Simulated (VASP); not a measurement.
Wanted: the native input for a VASP 6.6.1 run.

* Task: relaxation of cell and atoms
* Functional: PBE
* Potentials or basis: VASP PAW PBE potentials, release 64 (Hf_pv, Br)
* Cutoff: 600 eV
* k mesh: 6 × 6 × 4
* Occupations: gaussian, width 0.1 eV
* Spin: no spin polarisation
* Dipole correction: no
* Further INCAR settings: ALGO = Normal; EDIFF = 1e-06; IBRION = 2; EDIFFG = -0.04; NSW = 90; ISIF = 3

The structure of HfBr lies in POSCAR:

```
HfBr
1.0
    3.1896822300      0.0000000000      0.0000000000
   -1.5948411200      2.7623458400      0.0000000000
    0.0000000000      0.0000000000      6.7749483900
Hf Br
1 1
Direct
    0.0000000000      0.0000000000      0.5000000000
    0.0000000000      0.0000000000      0.0000000000
```

These files were run (other wordings do the same):

INCAR

```
  PREC = Accurate
  ENCUT = 600
  EDIFF = 1E-6
  ISMEAR = 0
  SIGMA = 0.1
  LREAL = False
  LASPH = True
  NELM = 100
  ALGO = Normal
  ISIF = 3
  LWAVE = False
  LCHARG = False
  GGA = PE
  IBRION = 2
  NSW = 90
  EDIFFG = -0.04
```

KPOINTS

```
Automatic mesh
0
Gamma
  6 6 4
```

Potentials or basis: VASP PAW PBE potentials, release 64 (Hf_pv, Br).

Command:

```console
$ cat potpaw_PBE.64/Hf_pv/POTCAR potpaw_PBE.64/Br/POTCAR > POTCAR
$ mpirun -np 1 vasp_std > vasp.out
```

Results of the run:

```json
{
 "Relaxed volume": "25.29 Å³/atom",
 "Relaxed cell": "a = 3.374 Å, b = 3.374 Å, c = 5.131 Å, α = 90.00°, β = 90.00°, γ = 120.00°",
 "Space group after relaxing (to 0.05 Å)": "P6/mmm (No. 191)",
 "Energy gained by relaxing": "889.4 meV/atom",
 "Ionic steps": "16",
 "Pressure after relaxing": "0.0 GPa"
}
```

Caveat: the k points lie up to 0.36 Å⁻¹ apart in the final cell; the volume moved by over 15 % at a fixed basis, so the end points are rough; an odd number of electrons without spin polarisation forces a metal; a magnetic or distorted state may lie lower.

Run time: 3 min on 1 thread of Intel(R) Xeon(R) Platinum 8488C (Sapphire Rapids) (shared host), peak memory 0.21 GiB.
